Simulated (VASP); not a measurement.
**K3BaF5: single point with PBE**

The system is K3BaF5.

```
K Ba F
1.0
     7.08405    0.00000    0.00000
    -3.54203    6.13497    0.00000
     0.00000    0.00000    4.35622
K Ba F
3 1 5
Direct
  0.59308 0.00000 0.50000
  0.40692 0.40692 0.50000
  0.00000 0.59308 0.50000
  0.00000 0.00000 0.50000
  0.23650 0.00000 0.00000
  0.00000 0.23650 0.00000
  0.66667 0.33333 0.00000
  0.33333 0.66667 0.00000
  0.76350 0.76350 0.00000
```

```json
{"Program": "VASP 6.6.1", "Task": "single point", "Functional": "PBE", "Potentials or basis": "VASP PAW PBE potentials, release 64 (K_sv, Ba_sv, F)", "Cutoff": "520 eV", "k mesh": "3 × 3 × 4", "Occupations": "gaussian, width 0.1 eV", "Spin": "no spin polarisation", "Dipole correction": "no", "Further INCAR settings": "ALGO = Normal; EDIFF = 1e-06; NBANDS = 46"}
```

```json
{
  "Pressure": "-1.8 GPa",
  "Largest force": "1.877 eV/Å",
  "Band gap on the k mesh": "2.98 eV, indirect (least direct gap 3.06 eV)"
}
```

Forces on the atoms (eV/Å):
```
K   -1.877  0.000  0.000
K    0.938  1.625  0.000
K    0.938 -1.625  0.000
Ba   0.000  0.000  0.000
F   -0.647  0.000  0.000
F    0.323 -0.560  0.000
F    0.000  0.000  0.000
F    0.000  0.000  0.000
F    0.323  0.560  0.000
```

Stress tensor (GPa, compression positive):
```
  9.08   0.00   0.00
  0.00   9.08   0.00
  0.00   0.00 -23.46
```

Levels at points of the mesh, in eV from the valence-band top:
| k point | band 32 | band 33 | band 34 | band 35 | band 36 | band 37 | band 38 | band 39 | band 40 | band 41 |
| --- | --- | --- | --- | --- | --- | --- | --- | --- | --- | --- |
| (0.00, 0.00, 0.00) | -0.60 | -0.16 | -0.16 | -0.08 | -0.08 | 2.98 | 3.45 | 3.45 | 5.66 | 6.22 |
| (0.00, 0.00, 0.50) | -0.77 | -0.17 | -0.17 | -0.12 | -0.12 | 3.79 | 3.79 | 3.90 | 5.35 | 5.35 |

Run time: 74 s on 1 thread of Intel(R) Xeon(R) Platinum 8488C (Sapphire Rapids), with other jobs on the host, peak memory 0.32 GiB.

Caveat: spin-orbit coupling is left out, which moves the levels of the heavy elements; forces of over 1 eV/Å act on the atoms, so gaps and moduli don't describe the material at rest. A k mesh can miss the band edges.
